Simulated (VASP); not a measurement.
# BaTe (P6_3/mmc) in VASP: a series of runs

BaTe is run at these levels: PBE; tasks: single point, relaxation of cell and atoms.

Everything below comes from runs of VASP 6.6.1. Logs are shortened: lines on timing, memory, paths and dates and some standing lists are left out, and cuts for length are marked.

## 1. The cell of the first run

It takes space group P6_3/mmc (No. 194, hexagonal). The conventional cell has a = 4.921 Å, b = 4.921 Å, c = 16.774 Å, α = 90.00°, β = 90.00°, γ = 120.00°. Within 4.6 Å of Ba (site symmetry -3m) lie 6 Te at 3.51 Å. Ba (site symmetry -6m2) has 6 Te at 3.55 Å within 4.7 Å. Within 4.6 Å of Te (site symmetry 3m) lie 6 Ba at 3.51 to 3.55 Å and 1 Te at 4.25 Å.

## 2. Single point, PBE

INCAR

```
SYSTEM = BaTe
ALGO     = Normal         ! electronic algorithm
EDIFF    = 1E-6           ! SCF threshold, eV
ENCUT    = 520            ! plane-wave cutoff, eV
GGA      = PE             ! functional
ISIF     = 2              ! what is computed and relaxed
ISMEAR   = 0              ! smearing method
LASPH    = .TRUE.         ! aspherical terms in the spheres
LCHARG   = .FALSE.        ! write CHGCAR
LREAL    = .FALSE.        ! projectors in reciprocal space
LWAVE    = .FALSE.        ! write WAVECAR
NBANDS   = 42             ! bands
NELM     = 100            ! most SCF steps
PREC     = Accurate       ! precision mode
SIGMA    = 0.02           ! smearing width, eV
```

KPOINTS

```
k-points
0
G
  6 6 3
  0 0 0
```

POSCAR

```
BaTe
1.0
    4.9211729431      0.0000000000      0.0000000000
   -2.4605864716      4.2618607852      0.0000000000
    0.0000000000      0.0000000000     16.7738955530
Ba Te
4 4
Direct
    0.0000000000      0.0000000000      0.0000000000
    0.3333333333      0.6666666667      0.2500000000
    0.0000000000      0.0000000000      0.5000000000
    0.6666666667      0.3333333333      0.7500000000
    0.6666666667      0.3333333333      0.1233139297
    0.6666666667      0.3333333333      0.3766860703
    0.3333333333      0.6666666667      0.6233139297
    0.3333333333      0.6666666667      0.8766860703
```

Potentials or basis: VASP PAW PBE potentials, release 64 (Ba_sv, Te).

On the command line:

```
> cat potpaw_PBE.64/Ba_sv/POTCAR potpaw_PBE.64/Te/POTCAR > POTCAR
> mpirun -np 1 vasp_std > vasp.out
```

OUTCAR:

```text
SYSTEM = BaTe
   EDIFF = 1E-6
   ENCUT = 520
   GGA = PE
   ISIF = 2
   ISMEAR = 0
   LASPH = .TRUE.
   LREAL = .FALSE.
   NELM = 100
   PREC = Accurate

 ion  position               nearest neighbor table
   1  0.000  0.000  0.000-   5 3.51   8 3.51   5 3.51   8 3.51   5 3.51   8 3.51
   2  0.333  0.667  0.250-   5 3.55   6 3.55   5 3.55   6 3.55   5 3.55   6 3.55
   3  0.000  0.000  0.500-   6 3.51   7 3.51   6 3.51   7 3.51   6 3.51   7 3.51
   4  0.667  0.333  0.750-   7 3.55   8 3.55   7 3.55   8 3.55   7 3.55   8 3.55
   5  0.667  0.333  0.123-   1 3.51   1 3.51   1 3.51   2 3.55   2 3.55   2 3.55
   6  0.667  0.333  0.377-   3 3.51   3 3.51   3 3.51   2 3.55   2 3.55   2 3.55
   7  0.333  0.667  0.623-   3 3.51   3 3.51   3 3.51   4 3.55   4 3.55   4 3.55
   8  0.333  0.667  0.877-   1 3.51   1 3.51   1 3.51   4 3.55   4 3.55   4 3.55

  LATTYP: Found a hexagonal cell.
 ALAT       =     4.9211729431
 C/A-ratio  =     3.4085157638

  Lattice vectors:

 A1 = (   4.9211729431,   0.0000000000,   0.0000000000)
 A2 = (  -2.4605864716,   4.2618607852,   0.0000000000)
 A3 = (   0.0000000000,   0.0000000000,  16.7738955530)

Analysis of symmetry for initial positions (statically):
=====================================================================
 Subroutine PRICEL returns:
 Original cell was already a primitive cell.

 Routine SETGRP: Setting up the symmetry group for a
 hexagonal supercell.

 Subroutine GETGRP returns: Found 24 space group operations
 (whereof 12 operations were pure point group operations)
 out of a pool of 24 trial point group operations.

The static configuration has the point symmetry D_3d.
 The point group associated with its full space group is D_6h.

Analysis of symmetry for dynamics (positions and initial velocities):
=====================================================================
 Subroutine PRICEL returns:
 Original cell was already a primitive cell.

 Routine SETGRP: Setting up the symmetry group for a
 hexagonal supercell.

 Subroutine GETGRP returns: Found 24 space group operations
 (whereof 12 operations were pure point group operations)
 out of a pool of 24 trial point group operations.

The dynamic configuration has the point symmetry D_3d.
 The point group associated with its full space group is D_6h.

 Subroutine INISYM returns: Found 24 space group operations
 (whereof 12 operations are pure point group operations),
 and found     1 'primitive' translations

[... 100 lines left out ...]
   NFREE  =      0    steps in history (QN), initial steepest desc. (CG)
   ISIF   =      2    stress and relaxation
   ISYM   =      2    0-nonsym 1-usesym 2-fastsym
   POTIM  = 0.5000    time-step for ionic-motion
   TEBEG  =    0.0;   TEEND  =   0.0 temperature during run
   PSTRESS=    0.0 pullay stress
   NELECT =      64.0000    total number of electrons
   NUPDOWN=      -1.0000    fix difference up-down
   EMIN   =  10.00;   EMAX   =-10.00  energy-range for DOS
   EFERMI =   0.00;   METHOD = LEGACY
   ISMEAR =     0;   SIGMA  =   0.02  broadening in eV -4-tet -1-fermi 0-gaus
   EFERMI_NEDOS =   21; number of points for ismear=-14 and -15
   IALGO  =     38    algorithm
   IMIX   =      4    mixing-type and parameters
     AMIX     =   0.40;   BMIX     =  1.00
     AMIX_MAG =   1.60;   BMIX_MAG =  1.00
  volume/ion in A,a.u.               =      43.98       296.76
  Fermi-wavevector in a.u.,A,eV,Ry     =   0.927615  1.752937 11.707388  0.860469
  Thomas-Fermi vector in A             =   2.053703
   LORBIT       =      0    0 simple, 1 ext, 2 COOP (PROOUT), +10 PAW based schemes
   GGA     = PE    functional components
   LHFCALC =     F    Hartree Fock is set to
   AEXX    =    0.0000 exact exchange contribution
   IVDW    =     0    specifies the selected vdW correction
   LEPSILON=     F    determine dielectric tensor
   LRPA    =     F    only Hartree local field effects (RPA)
 non-spin polarized calculation
 Gauss-broadening in eV      SIGMA  =   0.02
  energy-cutoff  :      520.00
  volume of cell :      351.80
 maximum number of plane-waves:      9506
 NGX is ok and might be reduce to    40

 number of electron      64.0000000 magnetization

 Free energy of the ion-electron system (eV)
  ---------------------------------------------------
  ext. energy  EPLUGINS =         0.00000000
  ---------------------------------------------------
  free energy    TOTEN  =       -34.24265088 eV

  energy without entropy =      -34.24265088  energy(sigma->0) =      -34.24265088

 E-fermi :   2.5313     XC(G=0):  -8.1302

 val. band max:        2.3598409066   @ k =   0.0000   0.0000   0.0000
 cond. band min:       3.7951441391   @ k =   0.5000   0.0000   0.0000
 fundamental gap:      1.4353032326
 Fermi energy:         2.5313362034

 k-point     1 :       0.0000    0.0000    0.0000
  band No.  band energies     occupation
      1     -25.0625      2.00000
      2     -25.0624      2.00000
      3     -24.8566      2.00000
      4     -24.8564      2.00000
      5     -10.4727      2.00000
      6     -10.3631      2.00000
[... 619 lines left out ...]
     41       6.9053      0.00000
     42       6.9160      0.00000

------------------------ aborting loop because EDIFF is reached ----------------------------------------

  FORCE on cell =-STRESS in cart. coord.  units (eV):
  Direction    XX          YY          ZZ          XY          YZ          ZX
  --------------------------------------------------------------------------------------
  -------------------------------------------------------------------------------------
  Total        0.6829017      0.6829017      0.7058771     -0.0000000      0.0000000     -0.0000000
  in kB        3.1100472      3.1100472      3.2146808     -0.0000000      0.0000000     -0.0000000
  external PRESSURE =       3.1449251 kB  Pullay stress =       0.0000000 kB

 VOLUME and BASIS-vectors are now :
 -----------------------------------------------------------------------------
  energy-cutoff  :      520.00
  volume of cell :      351.80
      direct lattice vectors                 reciprocal lattice vectors
     4.921172943  0.000000000  0.000000000     0.203203588  0.117319646  0.000000000
    -2.460586472  4.261860785  0.000000000     0.000000000  0.234639293  0.000000000
     0.000000000  0.000000000 16.773895553     0.000000000  0.000000000  0.059616444

 POSITION                                       TOTAL-FORCE (eV/Angst)
 -----------------------------------------------------------------------------------
      0.00000      0.00000      0.00000         0.000000      0.000000      0.000000
     -0.00000      2.84124      4.19347         0.000000     -0.000000      0.000000
      0.00000      0.00000      8.38695         0.000000      0.000000      0.000000
      2.46059      1.42062     12.58042        -0.000000      0.000000     -0.000000
      2.46059      1.42062      2.06845         0.000000      0.000000      0.001168
      2.46059      1.42062      6.31849         0.000000     -0.000000     -0.001168
     -0.00000      2.84124     10.45540         0.000000      0.000000      0.001168
     -0.00000      2.84124     14.70544        -0.000000      0.000000     -0.001168
 -----------------------------------------------------------------------------------
    total drift:                                0.000000      0.000000     -0.000000

  FREE ENERGIE OF THE ION-ELECTRON SYSTEM (eV)
  ---------------------------------------------------
  free  energy   TOTEN  =       -34.2426508818 eV

  energy  without entropy=      -34.2426508818  energy(sigma->0) =      -34.24265088
```

OSZICAR:

```text
N       E                     dE             d eps       ncg     rms          rms(c)
DAV:   1     0.450866715443E+03    0.45087E+03   -0.25204E+04  1176   0.126E+03
DAV:   2     0.281962120324E+01   -0.44805E+03   -0.43146E+03  1688   0.231E+02
DAV:   3    -0.336729859632E+02   -0.36493E+02   -0.36244E+02  1452   0.718E+01
DAV:   4    -0.347766783125E+02   -0.11037E+01   -0.11018E+01  1784   0.117E+01
DAV:   5    -0.347966164033E+02   -0.19938E-01   -0.19930E-01  1560   0.165E+00    0.725E+00
DAV:   6    -0.342327555963E+02    0.56386E+00   -0.11003E+00  1456   0.276E+00    0.495E+00
DAV:   7    -0.342335569605E+02   -0.80136E-03   -0.10696E+00  1576   0.329E+00    0.120E+00
DAV:   8    -0.342336068760E+02   -0.49915E-04   -0.16849E-01  1422   0.114E+00    0.358E-01
DAV:   9    -0.342393756951E+02   -0.57688E-02   -0.10536E-02  1464   0.407E-01    0.136E-01
DAV:  10    -0.342408722187E+02   -0.14965E-02   -0.77829E-04  1622   0.896E-02    0.871E-02
DAV:  11    -0.342425913543E+02   -0.17191E-02   -0.21855E-03  1368   0.176E-01    0.232E-02
DAV:  12    -0.342426301869E+02   -0.38833E-04   -0.58166E-05  1672   0.214E-02    0.162E-02
DAV:  13    -0.342426480331E+02   -0.17846E-04   -0.28379E-05  1408   0.155E-02    0.423E-03
DAV:  14    -0.342426502021E+02   -0.21689E-05   -0.39241E-06  1224   0.660E-03    0.300E-03
DAV:  15    -0.342426508818E+02   -0.67974E-06   -0.38995E-07  1000   0.239E-03
   1 F= -.34242651E+02 E0= -.34242651E+02  d E =-.122134E-35
```

stdout:

```text
POSCAR found type information on POSCAR BaTe
 POSCAR found :  2 types and       8 ions
 scaLAPACK will be used
 LDA part: xc-table for (Slater+PW92), standard interpolation
 POSCAR, INCAR and KPOINTS ok, starting setup
 FFT: planning ... GRIDC
 FFT: planning ... GRID_SOFT
 FFT: planning ... GRID
 WAVECAR not read
 entering main loop
```

Wall time 8.6 min (1 thread of Intel Xeon 8259CL, shared host); peak memory 0.54 GiB.

What came out:

```
Free energy            : -34.2427 eV
Pressure               : 0.3 GPa
Band gap on the k mesh : 1.44 eV (least direct gap 1.80 eV)
```

Levels at points of the mesh, in eV from the valence-band top:
```
           k point  band 28  band 29  band 30  band 31  band 32  band 33  band 34  band 35  band 36  band 37
(0.00, 0.00, 0.00)    -0.57    -0.57    -0.37    -0.37     0.00     2.40     2.49     2.83     2.85     2.85
(0.50, 0.00, 0.00)    -0.96    -0.96    -0.87    -0.57    -0.36     1.44     2.37     2.39     3.70     3.97
```

Caveat: spin-orbit coupling is left out, which moves the levels of the heavy elements; an odd mesh through Γ misses points on the zone boundary, where band edges can lie.

## 3. Relaxation of cell and atoms, PBE

This run uses another cell than the first one: it holds 4 atoms, not 8.

INCAR

```
PREC     = Accurate       # precision mode
ENCUT    = 600            # plane-wave cutoff, eV
EDIFF    = 1E-6           # SCF threshold, eV
ISMEAR   = 0              # smearing method
SIGMA    = 0.02           # smearing width, eV
LREAL    = F              # projectors in reciprocal space
LASPH    = T              # aspherical terms in the spheres
NELM     = 60             # most SCF steps
ALGO     = Normal         # electronic algorithm
ISIF     = 3              # what is computed and relaxed
LWAVE    = F              # write WAVECAR
LCHARG   = F              # write CHGCAR
GGA      = PE             # functional
IBRION   = 2              # ionic algorithm
NSW      = 65             # ionic steps
EDIFFG   = -0.01          # ionic threshold
```

KPOINTS

```
Automatic mesh
0
Gamma
  6 6 6
```

POSCAR

```
BaTe
1.0
    4.9950662288      0.0000000000      0.0000000000
   -2.4975331144      4.3258542477      0.0000000000
    0.0000000000      0.0000000000      8.1568775019
Ba Te
2 2
Direct
    0.0000000000      0.0000000000      0.0000000000
    0.0000000000      0.0000000000      0.5000000000
    0.3333333333      0.6666666667      0.2500000000
    0.6666666667      0.3333333333      0.7500000000
```

Potentials or basis: VASP PAW PBE potentials, release 64 (Ba_sv, Te).

On the command line:

```
> cat potpaw_PBE.64/Ba_sv/POTCAR potpaw_PBE.64/Te/POTCAR > POTCAR
> mpirun -np 1 vasp_std > vasp.out
```

It took 13 min on 1 thread of Intel Xeon 8259CL, shared host; peak memory 0.42 GiB.

Results (log left out):

```
Free energy                           : -16.9661 eV
Relaxed volume                        : 45.12 Å³/atom
Relaxed cell                          : a = 4.916 Å, b = 4.916 Å, c = 8.625 Å, α = 90.00°, β = 90.00°, γ = 120.00°
Space group after relaxing (to 0.1 Å) : P6_3/mmc (No. 194)
Energy gained by relaxing             : 21.5 meV/atom
Ionic steps                           : 6
Pressure after relaxing               : 0.0 GPa
Band gap on the k mesh                : 1.69 eV (least direct gap 1.73 eV)
```

The path:
| step | energy change (eV) | largest force (eV/Å) | pressure (GPa) | volume (Å³) |
| --- | --- | --- | --- | --- |
| 1 | 0.0000 | 0.0000 | 0.84 | 176.25 |
| 2 | -0.0673 | 0.0000 | -0.17 | 182.16 |
| 3 | -0.0731 | 0.0000 | -0.58 | 184.83 |
| 4 | -0.0854 | 0.0000 | -0.15 | 181.53 |
| 5 | -0.0856 | 0.0000 | -0.08 | 181.02 |
| 6 | -0.0859 | 0.0000 | 0.00 | 180.49 |

Final structure:
```
Ba Te
1.0
     4.91583    0.00000    0.00000
    -2.45791    4.25723    0.00000
     0.00000    0.00000    8.62451
Ba Te
2 2
Cartesian
  4.9158 0.0000 0.0000
  4.9158 0.0000 4.3123
  0.0000 2.8382 2.1561
  2.4579 1.4191 6.4684
```

Levels at points of the mesh, in eV from the valence-band top:
```csv
k point,band 14,band 15,band 16,band 17,band 18,band 19
"(0.00, 0.00, 0.00)",-0.25,0.00,0.00,1.73,2.68,3.05
"(0.50, 0.00, 0.00)",-1.05,-0.76,-0.37,1.69,2.97,4.41
"(0.00, 0.00, 0.50)",-0.56,-0.56,-0.56,2.98,2.98,3.55
"(0.50, 0.00, 0.50)",-0.98,-0.75,-0.75,2.47,2.47,4.13
```

Caveat: spin-orbit coupling is left out, which moves the levels of the heavy elements.

## 4. Relaxation of cell and atoms, PBE

This run uses another cell than the first one: it holds 4 atoms, not 8.

INCAR

```
SYSTEM = BaTe
  ALGO = Normal
  EDIFF = 1E-6
  EDIFFG = -0.01
  ENCUT = 600
  GGA = PE
  IBRION = 2
  ISIF = 3
  ISMEAR = 0
  LASPH = .True.
  LCHARG = .False.
  LREAL = .False.
  LWAVE = .False.
  NELM = 60
  NSW = 65
  PREC = Accurate
  SIGMA = 0.02
```

KPOINTS

```
k-points
0
Gamma
  6 6 6
  0 0 0
```

POSCAR

```
BaTe
1.0
    4.9950662288      0.0000000000      0.0000000000
   -2.4975331144      4.3258542477      0.0000000000
    0.0000000000      0.0000000000      8.1568775019
Ba Te
2 2
Direct
    0.0000000000      0.0000000000      0.0000000000
    0.3333333333      0.6666666667      0.5000000000
    0.6666666667      0.3333333333      0.2500000000
    0.6666666667      0.3333333333      0.7500000000
```

On the command line:

```
> cat potpaw_PBE.64/Ba_sv/POTCAR potpaw_PBE.64/Te/POTCAR > POTCAR
> mpirun -np 1 vasp_std > vasp.out
```

Wall time 11 min (1 thread of Intel Xeon 8259CL, shared host); peak memory 0.42 GiB.

It converged, with:

* Free energy: -16.9870 eV
* Relaxed volume: 44.27 Å³/atom
* Relaxed cell: a = 4.867 Å, b = 4.867 Å, c = 8.631 Å, α = 90.00°, β = 90.00°, γ = 120.00°
* Space group after relaxing (to 0.1 Å): P6_3/mmc (No. 194)
* Energy gained by relaxing: 26.8 meV/atom
* Ionic steps: 5
* Pressure after relaxing: 0.0 GPa
* Band gap on the k mesh: 1.33 eV (least direct gap 1.64 eV)

Step by step:
```
step  energy change (eV)  largest force (eV/Å)  pressure (GPa)  volume (Å³)
   1              0.0000                0.0000            0.45       176.25
   2             -0.0864                0.0000           -0.18       179.27
   3             -0.0998                0.0000           -0.57       181.20
   4             -0.1000                0.0000           -0.52       180.95
   5             -0.1073                0.0000            0.02       177.07
```

Final structure:
```
CELL_PARAMETERS angstrom
4.86723 0.00000 0.00000
-2.43361 4.21514 0.00000
0.00000 0.00000 8.63070
ATOMIC_POSITIONS crystal
Ba 0.00000 0.00000 0.00000
Ba 0.33333 0.66667 0.50000
Te 0.66667 0.33333 0.25000
Te 0.66667 0.33333 0.75000
```

Levels at points of the mesh, in eV from the valence-band top:
| k point | band 13 | band 14 | band 15 | band 16 | band 17 | band 18 | band 19 | band 20 |
| --- | --- | --- | --- | --- | --- | --- | --- | --- |
| (0.00, 0.00, 0.00) | -0.96 | -0.65 | -0.65 | 0.00 | 2.00 | 2.21 | 2.67 | 2.67 |
| (0.50, 0.00, 0.00) | -1.67 | -1.31 | -0.72 | -0.32 | 1.33 | 3.22 | 3.52 | 4.02 |
| (0.00, 0.00, 0.50) | -0.83 | -0.83 | -0.83 | -0.83 | 2.97 | 2.97 | 3.47 | 3.47 |
| (0.50, 0.00, 0.50) | -1.42 | -1.42 | -1.03 | -1.03 | 2.15 | 2.15 | 4.37 | 4.37 |

Caveat: spin-orbit coupling is left out, which moves the levels of the heavy elements.

## 5. The runs side by side

```csv
task,cell,k mesh,cutoff (eV),gap on the mesh (eV),pressure (GPa),relaxed volume (Å³/atom)
single point,"a = 4.921, b = 4.921, c = 16.774 Å, angles 90.0, 90.0, 120.0°, 8 atoms, atomic positions A",6 × 6 × 3,520,1.44,0.3,-
relaxation of cell and atoms,"relaxed from a = 4.995, b = 4.995, c = 8.157 Å, angles 90.0, 90.0, 120.0°, 4 atoms, atomic positions B",6 × 6 × 6,600,1.69,0.0,45.12
relaxation of cell and atoms,"relaxed from a = 4.995, b = 4.995, c = 8.157 Å, angles 90.0, 90.0, 120.0°, 4 atoms, atomic positions C",6 × 6 × 6,600,1.33,0.0,44.27
```

Alike in all rows: level PBE; potentials or basis VASP PAW PBE potentials, release 64 (Ba_sv, Te); no spin polarisation; smearing gaussian 0.02 eV.

Caveats: spin-orbit coupling is left out, which moves the levels of the heavy elements; an odd mesh through Γ misses points on the zone boundary, where band edges can lie (at least some runs).

Absolute energies hang on the potentials; compare differences alone.
